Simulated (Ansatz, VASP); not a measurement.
## TiC: VASP beside Ansatz

```
Ti C
1.0
     0.00000    2.16572    2.16572
     2.16572    0.00000    2.16572
     2.16572    2.16572    0.00000
Ti C
1 1
Direct
  0.00000 0.00000 0.00000
  0.50000 0.50000 0.50000
```

Alike in both runs: task single point; functional r2SCAN; dispersion D4; k mesh 11 × 11 × 11; occupations fermi-dirac, width 0.05 eV; no spin polarisation.

|  | VASP | Ansatz |
| --- | --- | --- |
| version | VASP 6.6.1 | Ansatz 0.2.0 |
| potentials or method | VASP PAW PBE potentials, release 64 (Ti_sv, C) | Ansatz PAW |
| plane-wave cutoff (eV) | 520 | 500 |
| valence electrons in the cell | 16 | 16 |

VASP gave:

```
gap on the k mesh at the Fermi level (eV) : none
pressure (GPa)                            : -1.4
```

Q: Which values does Ansatz return?

A: gap on the k mesh at the Fermi level (eV): none; pressure (GPa): -2.4.

VASP's potentials were made for PBE, not for r2SCAN. A gap of «none» marks a metal or a gap that the smearing closes.
